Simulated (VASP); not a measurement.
# Zr3S2 (R32) in VASP: a series of runs

Zr3S2 is run at these levels: PBEsol; tasks: single point.

All numbers are computed with VASP 6.6.1; they aren't measurements. Logs are shortened: lines on timing, memory, paths and dates and some standing lists are left out, and cuts for length are marked.

## Step 1: The cell of the first run

It takes space group R32 (No. 155, trigonal). The conventional cell has a = 5.443 Å, b = 5.443 Å, c = 9.789 Å, α = 90.00°, β = 90.00°, γ = 120.00°. Zr (site symmetry 2) has 4 S at 2.44 to 2.45 Å and 8 Zr at 3.12 to 3.26 Å within 3.3 Å. S (site symmetry 3) has 6 Zr at 2.44 to 2.45 Å and 4 S at 3.14 to 3.23 Å within 3.3 Å.

## Step 2: Single point, PBEsol (strain -0.050 along x and y, -0.050 along z)

INCAR

```
SYSTEM = Zr3S2
PREC = Accurate
ENCUT = 520
EDIFF = 1E-7
ISMEAR = 0
SIGMA = 0.15
LREAL = .FALSE.
LASPH = .TRUE.
NELM = 60
ALGO = Normal
ISIF = 2
LWAVE = .FALSE.
LCHARG = .FALSE.
GGA = PS
NBANDS = 32
```

KPOINTS

```
regular mesh
0
G
  12 12 12
  0 0 0
```

POSCAR

```
Zr3S2
1.0
    2.7213442956      1.5711688616      3.2629628141
   -2.7213442956      1.5711688616      3.2629628141
    0.0000000000     -3.1423377232      3.2629628142
Zr S
3 2
Direct
    0.1618381745      0.8381618255      0.5000000000
    0.5000000000      0.1618381745      0.8381618255
    0.8381618255      0.5000000000      0.1618381745
    0.3349612447      0.3349612447      0.3349612447
    0.6650387553      0.6650387553      0.6650387553
```

Potentials or basis: VASP PAW PBE potentials, release 64 (Zr_sv, S).

Started as:

```sh
cat potpaw_PBE.64/Zr_sv/POTCAR potpaw_PBE.64/S/POTCAR > POTCAR
mpirun -np 1 vasp_std > vasp.out
```

OUTCAR:

```text
SYSTEM = Zr3S2
   PREC = Accurate
   ENCUT = 520
   EDIFF = 1E-7
   ISMEAR = 0
   LREAL = .FALSE.
   LASPH = .TRUE.
   NELM = 60
   ISIF = 2
   GGA = PS

 ion  position               nearest neighbor table
   1  0.162  0.838  0.500-   4 2.44   5 2.44   5 2.45   4 2.45   2 3.12   3 3.12   3 3.12   2 3.12
                             3 3.19   2 3.19   2 3.26   3 3.26
   2  0.500  0.162  0.838-   5 2.44   4 2.44   5 2.45   4 2.45   1 3.12   1 3.12   3 3.12   3 3.12
                             3 3.19   1 3.19   3 3.26   1 3.26
   3  0.838  0.500  0.162-   4 2.44   5 2.44   4 2.45   5 2.45   1 3.12   1 3.12   2 3.12   2 3.12
                             2 3.19   1 3.19   2 3.26   1 3.26
   4  0.335  0.335  0.335-   1 2.44   3 2.44   2 2.44   3 2.45   1 2.45   2 2.45
   5  0.665  0.665  0.665-   1 2.44   2 2.44   3 2.44   2 2.45   1 2.45   3 2.45

  LATTYP: Found a trigonal (rhomboedric) cell.
 ALAT       =     4.5300345135
 COS(alpha) =     0.2782380958

  Lattice vectors:

 A1 = (   2.7213442956,   1.5711688616,   3.2629628141)
 A2 = (  -2.7213442956,   1.5711688616,   3.2629628141)
 A3 = (   0.0000000000,  -3.1423377232,   3.2629628142)

Analysis of symmetry for initial positions (statically):
=====================================================================
 Subroutine PRICEL returns:
 Original cell was already a primitive cell.

 Routine SETGRP: Setting up the symmetry group for a
 trigonal (rhombohedral) supercell.

 Subroutine GETGRP returns: Found  6 space group operations
 (whereof  6 operations were pure point group operations)
 out of a pool of 12 trial point group operations.

The static configuration has the point symmetry D_3 .

Analysis of symmetry for dynamics (positions and initial velocities):
=====================================================================
 Subroutine PRICEL returns:
 Original cell was already a primitive cell.

 Routine SETGRP: Setting up the symmetry group for a
 trigonal (rhombohedral) supercell.

 Subroutine GETGRP returns: Found  6 space group operations
 (whereof  6 operations were pure point group operations)
 out of a pool of 12 trial point group operations.

The dynamic configuration has the point symmetry D_3 .

 Subroutine INISYM returns: Found  6 space group operations
 (whereof  6 operations are pure point group operations),
 and found     1 'primitive' translations

----------------------------------------------------------------------------------------
[... 101 lines left out ...]
   EDIFFG = 0.1E-05   stopping-criterion for IOM
   NSW    =      0    number of steps for IOM
   IBRION =     -1    ionic relax: 0-MD 1-quasi-New 2-CG
   NFREE  =      0    steps in history (QN), initial steepest desc. (CG)
   ISIF   =      2    stress and relaxation
   ISYM   =      2    0-nonsym 1-usesym 2-fastsym
   POTIM  = 0.5000    time-step for ionic-motion
   TEBEG  =    0.0;   TEEND  =   0.0 temperature during run
   PSTRESS=    0.0 pullay stress
   NELECT =      48.0000    total number of electrons
   NUPDOWN=      -1.0000    fix difference up-down
   EMIN   =  10.00;   EMAX   =-10.00  energy-range for DOS
   EFERMI =   0.00;   METHOD = LEGACY
   ISMEAR =     0;   SIGMA  =   0.15  broadening in eV -4-tet -1-fermi 0-gaus
   EFERMI_NEDOS =   21; number of points for ismear=-14 and -15
   IALGO  =     38    algorithm
   IMIX   =      4    mixing-type and parameters
     AMIX     =   0.40;   BMIX     =  1.00
     AMIX_MAG =   1.60;   BMIX_MAG =  1.00
  volume/ion in A,a.u.               =      16.74       112.98
  Fermi-wavevector in a.u.,A,eV,Ry     =   1.360083  2.570184 25.168398  1.849825
  Thomas-Fermi vector in A             =   2.486775
   LORBIT       =      0    0 simple, 1 ext, 2 COOP (PROOUT), +10 PAW based schemes
   GGA     = PS    functional components
   LHFCALC =     F    Hartree Fock is set to
   AEXX    =    0.0000 exact exchange contribution
   IVDW    =     0    specifies the selected vdW correction
   LEPSILON=     F    determine dielectric tensor
   LRPA    =     F    only Hartree local field effects (RPA)
 non-spin polarized calculation
 Gauss-broadening in eV      SIGMA  =   0.15
  energy-cutoff  :      520.00
  volume of cell :       83.71
 maximum number of plane-waves:      2270
 NGX is ok and might be reduce to    36
   NGX = 17   NGY = 17   NGZ = 17

 number of electron      48.0000000 magnetization

 Free energy of the ion-electron system (eV)
  ---------------------------------------------------
  ext. energy  EPLUGINS =         0.00000000
  ---------------------------------------------------
  free energy    TOTEN  =       -40.86382402 eV

  energy without entropy =      -40.83739657  energy(sigma->0) =      -40.85061030

 E-fermi :  11.1011     XC(G=0): -11.9632

 val. band max:       11.1005460871   @ k =   0.3333   0.3333   0.2500
 cond. band min:      11.1098745026   @ k =   0.0833   0.0833  -0.0000
 fundamental gap:      0.0093284155
 Fermi energy:        11.1010741338

 k-point     1 :       0.0000    0.0000    0.0000
  band No.  band energies     occupation
      1     -37.3834      2.00000
      2     -37.1948      2.00000
      3     -37.1948      2.00000
      4     -15.8356      2.00000
      5     -15.8077      2.00000
      6     -15.7614      2.00000
[... 829 lines left out ...]
     31      15.0303      0.00000
     32      15.6463      0.00000

 [... further k-points ...]

------------------------ aborting loop because EDIFF is reached ----------------------------------------

  FORCE on cell =-STRESS in cart. coord.  units (eV):
  Direction    XX          YY          ZZ          XY          YZ          ZX
  --------------------------------------------------------------------------------------
  -------------------------------------------------------------------------------------
  Total       14.0877237     14.0877237     15.8238470      0.0000000     -0.0000000      0.0000000
  in kB      269.6383618    269.6383618    302.8676786      0.0000000     -0.0000000      0.0000000
  external PRESSURE =     280.7148008 kB  Pullay stress =       0.0000000 kB

 VOLUME and BASIS-vectors are now :
 -----------------------------------------------------------------------------
  energy-cutoff  :      520.00
  volume of cell :       83.71
      direct lattice vectors                 reciprocal lattice vectors
     2.721344296  1.571168862  3.262962814     0.183732724  0.106078138  0.102156645
    -2.721344296  1.571168862  3.262962814    -0.183732724  0.106078138  0.102156645
     0.000000000 -3.142337723  3.262962814     0.000000000 -0.212156275  0.102156645

 POSITION                                       TOTAL-FORCE (eV/Angst)
 -----------------------------------------------------------------------------------
     -1.84051      0.00000      4.89444        -0.622988      0.000000      0.000000
      0.92025     -1.59393      4.89444         0.311494     -0.539524      0.000000
      0.92025      1.59393      4.89444         0.311494      0.539524     -0.000000
      0.00000      0.00000      3.27890         0.000000      0.000000      0.088321
      0.00000      0.00000      6.50999         0.000000      0.000000     -0.088321
 -----------------------------------------------------------------------------------
    total drift:                                0.000000     -0.000000      0.000000

  FREE ENERGIE OF THE ION-ELECTRON SYSTEM (eV)
  ---------------------------------------------------
  free  energy   TOTEN  =       -40.8638240203 eV

  energy  without entropy=      -40.8373965723  energy(sigma->0) =      -40.85061030
```

OSZICAR:

```text
N       E                     dE             d eps       ncg     rms          rms(c)
DAV:   1     0.456174492569E+03    0.45617E+03   -0.25304E+04 12128   0.150E+03
DAV:   2    -0.422569773616E+01   -0.46040E+03   -0.44207E+03 14008   0.424E+02
DAV:   3    -0.397439394448E+02   -0.35518E+02   -0.34634E+02 19600   0.941E+01
DAV:   4    -0.424017986349E+02   -0.26579E+01   -0.26477E+01 17688   0.225E+01
DAV:   5    -0.424847987870E+02   -0.83000E-01   -0.82988E-01 17456   0.400E+00    0.366E+01
DAV:   6    -0.409347332571E+02    0.15501E+01   -0.42059E+00 14592   0.110E+01    0.175E+01
DAV:   7    -0.408761488680E+02    0.58584E-01   -0.12651E+00 20848   0.512E+00    0.423E+00
DAV:   8    -0.408667670943E+02    0.93818E-02   -0.25175E-01 14224   0.246E+00    0.628E-01
DAV:   9    -0.408637663760E+02    0.30007E-02   -0.29645E-02 16320   0.856E-01    0.284E-01
DAV:  10    -0.408638437396E+02   -0.77364E-04   -0.36732E-03 15704   0.467E-01    0.477E-02
DAV:  11    -0.408638275698E+02    0.16170E-04   -0.22120E-04 16208   0.941E-02    0.461E-02
DAV:  12    -0.408638259900E+02    0.15798E-05   -0.10888E-05 18400   0.170E-02    0.290E-02
DAV:  13    -0.408638240614E+02    0.19286E-05   -0.44856E-06 15992   0.145E-02    0.550E-03
DAV:  14    -0.408638240203E+02    0.41125E-07   -0.39066E-07 14872   0.284E-03
   1 F= -.40863824E+02 E0= -.40850610E+02  d E =-.264274E-01
```

Wall time 7.7 min (1 thread of Intel Xeon Platinum 8488C (Sapphire Rapids), shared host); peak memory 0.5 GiB.

Results:

```
Free energy            : -40.8638 eV
Pressure               : 28.1 GPa
Largest force          : 0.623 eV/Å
Band gap on the k mesh : zero (bands 24 and 25 overlap by 0.37 eV)
```

Forces on the atoms (eV/Å):
```
Zr  -0.623  0.000  0.000
Zr   0.311 -0.540  0.000
Zr   0.311  0.540  0.000
S    0.000  0.000  0.088
S    0.000  0.000 -0.088
```

Stress tensor (GPa, compression positive):
```
26.96  0.00  0.00
 0.00 26.96  0.00
 0.00  0.00 30.29
```

Levels at points of the mesh, in eV from the Fermi level:
```
           k point  band 22  band 23  band 24  band 25  band 26  band 27
(0.00, 0.00, 0.00)    -2.35     0.18     0.18     0.78     0.78     2.60
(0.50, 0.00, 0.00)    -1.35    -1.16    -0.89    -0.02     1.11     2.06
(0.50, 0.50, 0.00)    -1.55    -0.93    -0.37    -0.09     1.01     2.30
(0.50, 0.50, 0.50)    -0.35    -0.30    -0.30     0.25     0.25     1.26
```

Caveat: the cell differs from its parent crystal (strain -0.050 along x and y, -0.050 along z); the cell stands under pressure; the PAW data sets were made with another functional, which shifts forces and pressure a little.

## Step 3: Single point, PBEsol (strain -0.050 along x and y, -0.025 along z)

INCAR

```
  PREC = Accurate
  ENCUT = 520
  EDIFF = 1E-6
  ISMEAR = 0
  SIGMA = 0.15
  LREAL = False
  LASPH = True
  NELM = 80
  ALGO = Normal
  ISIF = 2
  LWAVE = False
  LCHARG = True
  GGA = PS
  LELF = True
  LVHAR = True
  NBANDS = 32
```

KPOINTS

```
Automatic mesh
0
Gamma
  12 12 12
```

POSCAR: that of step 2 with these lines changed.

```diff
@@ -2,5 +2,5 @@
 1.0
-    2.7213442956      1.5711688616      3.2629628141
-   -2.7213442956      1.5711688616      3.2629628141
-    0.0000000000     -3.1423377232      3.2629628142
+    2.7213442956      1.5711688616      3.3488302566
+   -2.7213442956      1.5711688616      3.3488302566
+    0.0000000000     -3.1423377232      3.3488302566
 Zr S
```

Potentials or basis: VASP PAW PBE potentials, release 64 (Zr_sv, S).

Started as:

```sh
cat potpaw_PBE.64/Zr_sv/POTCAR potpaw_PBE.64/S/POTCAR > POTCAR
mpirun -np 1 vasp_std > vasp.out
```

Run time: 6.3 min. Hardware: 1 thread of Intel Xeon Platinum 8488C (Sapphire Rapids), shared host; peak memory 0.5 GiB.

It converged, with:

| Quantity | Value |
| --- | --- |
| Free energy | -41.2166 eV |
| Pressure | 21.8 GPa |
| Largest force | 0.524 eV/Å |
| Band gap on the k mesh | zero (bands 24 and 25 overlap by 0.47 eV) |

Forces on the atoms (eV/Å):
```
Zr  -0.524  0.000  0.000
Zr   0.262 -0.454  0.000
Zr   0.262  0.454  0.000
S    0.000  0.000  0.052
S    0.000  0.000 -0.052
```

Stress tensor (GPa, compression positive):
```
22.13  0.00  0.00
 0.00 22.13  0.00
 0.00  0.00 21.02
```

Levels at points of the mesh, in eV from the Fermi level:
```csv
k point,band 20,band 21,band 22,band 23,band 24,band 25,band 26,band 27,band 28,band 29
"(0.00, 0.00, 0.00)",-4.15,-2.95,-2.22,0.17,0.17,0.76,0.76,2.37,3.34,3.34
"(0.50, 0.00, 0.00)",-3.73,-1.35,-1.32,-1.09,-0.81,-0.08,1.07,2.02,2.26,3.08
"(0.50, 0.50, 0.00)",-3.77,-2.40,-1.43,-0.93,-0.38,-0.17,1.02,2.27,2.36,2.60
"(0.50, 0.50, 0.50)",-4.59,-0.89,-0.46,-0.24,-0.24,0.34,0.34,1.26,1.26,2.50
```

Caveat: the cell differs from its parent crystal (strain -0.050 along x and y, -0.025 along z); the cell stands under pressure; the PAW data sets were made with another functional, which shifts forces and pressure a little.
